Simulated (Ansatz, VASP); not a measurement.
TiPd3 in VASP and in Ansatz

```
Ti Pd
1.0
     3.80722    0.00000    0.00000
     0.00000    3.80722    0.00000
     0.00000    0.00000    3.80722
Ti Pd
1 3
Direct
  0.00000 0.00000 0.00000
  0.00000 0.50000 0.50000
  0.50000 0.00000 0.50000
  0.50000 0.50000 0.00000
```

Change from the starting cell: volume scaled by 0.99.

Alike in both runs: task single point; functional LDA; k mesh 11 × 11 × 11; occupations fermi-dirac, width 0.05 eV; no spin polarisation.

|  | VASP | Ansatz |
| --- | --- | --- |
| version | VASP 6.6.1 | Ansatz 0.2.0 |
| potentials or method | VASP PAW LDA potentials, release 64 (Ti_sv, Pd), cutoff 520 eV | all-electron LAPW, scalar-relativistic |

Ansatz gave:

* pressure (GPa): 4.8

Which values does VASP return?

Pressure (GPa): 5.2.

LDA's correlation is that of Perdew and Zunger in VASP and of Perdew and Wang (1992) in Ansatz. Ansatz ran all-electron here, and VASP with PAW potentials.
